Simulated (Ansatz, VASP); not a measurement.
## In in VASP and in Ansatz

Contents of INCAR:

```
SYSTEM = In
PREC = Accurate
ENCUT = 520
EDIFF = 1E-7
ISMEAR = -1
SIGMA = 0.05
LREAL = .False.
LASPH = .True.
NELM = 80
ALGO = Normal
ISIF = 2
LWAVE = .False.
LCHARG = .False.
LDIPOL = .True.
IDIPOL = 3
DIPOL = 0.5 0.5 0.500
GGA = PE
NBANDS = 62
```

KPOINTS

```
regular mesh
0
Gamma
  8 5 1
  0 0 0
```

Contents of POSCAR:

```
In
1.0
    3.3354847820      0.0000000000      0.0000000000
    0.0000000000      5.5091429200      0.0000000000
    0.0000000000      0.0000000000     24.6287152031
In
8
Direct
    0.9999999950      0.7500000000      0.3045225842
    0.5000000050      0.2500000000      0.3436180681
    0.4999999950      0.7500000000      0.4218090335
    0.0000000050      0.2500000000      0.4609045173
    0.9999999950      0.7500000000      0.5390954827
    0.5000000050      0.2500000000      0.5781909665
    0.4999999949      0.7500000000      0.6563819319
    0.0000000049      0.2500000000      0.6954774158
```

Contents of input.yaml:

```yaml
crystal:
  lattice:
    - [3.335484782, 0.0, 0.0]
    - [0.0, 5.50914292, 0.0]
    - [0.0, 0.0, 24.6287152031]
  atoms:
    - { symbol: In, position: [0.999999995, 0.75, 0.3045225842] }
    - { symbol: In, position: [0.500000005, 0.25, 0.3436180681] }
    - { symbol: In, position: [0.499999995, 0.75, 0.4218090335] }
    - { symbol: In, position: [5.0e-09, 0.25, 0.4609045173] }
    - { symbol: In, position: [0.999999995, 0.75, 0.5390954827] }
    - { symbol: In, position: [0.500000005, 0.25, 0.5781909665] }
    - { symbol: In, position: [0.4999999949, 0.75, 0.6563819319] }
    - { symbol: In, position: [4.9e-09, 0.25, 0.6954774158] }
hamiltonian:
  xc: pbe
  pseudopotentials: { kind: paw }
kpoints:
  mp_grid: { grid: [8, 5, 1] }
scf:
  occupations: { method: fermi_dirac, width: 0.05 }
output:
  forces: true
  eigenvalues: true
efield:
  axis: 3
  dipole_correction: true
  ramp_width: 0.04
```

Alike in both runs: task single point; functional PBE; k mesh 8 × 5 × 1; occupations fermi-dirac, width 0.05 eV; no spin polarisation.

|  | VASP | Ansatz |
| --- | --- | --- |
| version | VASP 6.6.1 | Ansatz 0.2.0 |
| potentials or method | VASP PAW PBE potentials, release 64 (In_d) | Ansatz PAW |
| plane-wave cutoff (eV) | 520 | 420 |
| valence electrons in the cell | 104 | 104 |

VASP gave:

| Quantity | Value |
| --- | --- |
| gap on the k mesh at the Fermi level (eV) | none |
| rms of the force components (eV/Å) | 0.027 |

Which values does Ansatz return?

gap on the k mesh at the Fermi level (eV): none; rms of the force components (eV/Å): 0.028.

Atom by atom the forces differ by 0.001 eV/Å (rms over components). A gap of «none» marks a metal or a gap that the smearing closes.
